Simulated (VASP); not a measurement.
Input of a VASP 6.6.1 run:

The input INCAR:

```
SYSTEM = Hf2H5
PREC = Accurate
ENCUT = 600
EDIFF = 1E-6
ISMEAR = 0
SIGMA = 0.2
LREAL = .False.
LASPH = .True.
NELM = 60
ALGO = Normal
ISIF = 3
LWAVE = .False.
LCHARG = .False.
GGA = PE
IBRION = 2
NSW = 36
EDIFFG = -0.08
```

KPOINTS

```
regular mesh
0
Gamma
  5 5 5
  0 0 0
```

POSCAR

```
Hf2H5
1.0
   -2.5558114300      2.5558114300      5.1116228600
    2.5558114300     -2.5558114300      5.1116228600
    2.5558114300      2.5558114300     -5.1116228600
Hf H
4 10
Direct
    0.2500000000      0.2500000000      0.0000000000
    0.7500000000      0.7500000000      0.0000000000
    0.5000000000      0.0000000000      0.5000000000
    0.0000000000      0.5000000000      0.5000000000
    0.8750000000      0.3750000000      0.0000000000
    0.1250000000      0.6250000000      0.0000000000
    0.3750000000      0.3750000000      0.5000000000
    0.7500000000      0.2500000000      0.5000000000
    0.6250000000      0.6250000000      0.5000000000
    0.6250000000      0.1250000000      0.0000000000
    0.8750000000      0.8750000000      0.5000000000
    0.1250000000      0.1250000000      0.5000000000
    0.3750000000      0.8750000000      0.0000000000
    0.0000000000      0.0000000000      0.0000000000
```

Potentials or basis: VASP PAW PBE potentials, release 64 (Hf_pv, H).

Launch:

```sh
$ cat potpaw_PBE.64/Hf_pv/POTCAR potpaw_PBE.64/H/POTCAR > POTCAR
$ mpirun -np 1 vasp_std > vasp.out
```

Q: What does it give for the relaxed cell?

A: a = 5.816 Å, b = 5.816 Å, c = 5.816 Å, α = 131.63°, β = 131.63°, γ = 70.81°.

Q: Estimate the space group after relaxing (to 0.1 Å).

A: I4_1/amd (No. 141).

Q: Estimate the relaxed volume.

A: 7.69 Å³/atom.

Q: Estimate the band gap on the k mesh.

A: Zero (bands 25 and 26 overlap by 1.26 eV).

Forces in eV/Å, atoms in the order of the input:
```
Hf   0.000  0.000 -0.043
Hf   0.000  0.000  0.043
Hf   0.000  0.000  0.043
Hf   0.000  0.000 -0.043
H    0.008  0.000  0.000
H    0.000  0.008  0.000
H    0.008  0.000  0.000
H    0.000  0.000  0.000
H    0.000 -0.008  0.000
H    0.000 -0.008  0.000
H   -0.008  0.000  0.000
H    0.000  0.008  0.000
H   -0.008  0.000  0.000
H    0.000  0.000  0.000
```

Caveat: the volume moved by over 15 % at a fixed basis, so the end points are rough; spin-orbit coupling is left out, which moves the levels of the heavy elements; the relaxation stopped at a loose force limit of 0.08 eV/Å, so its end isn't a converged minimum.
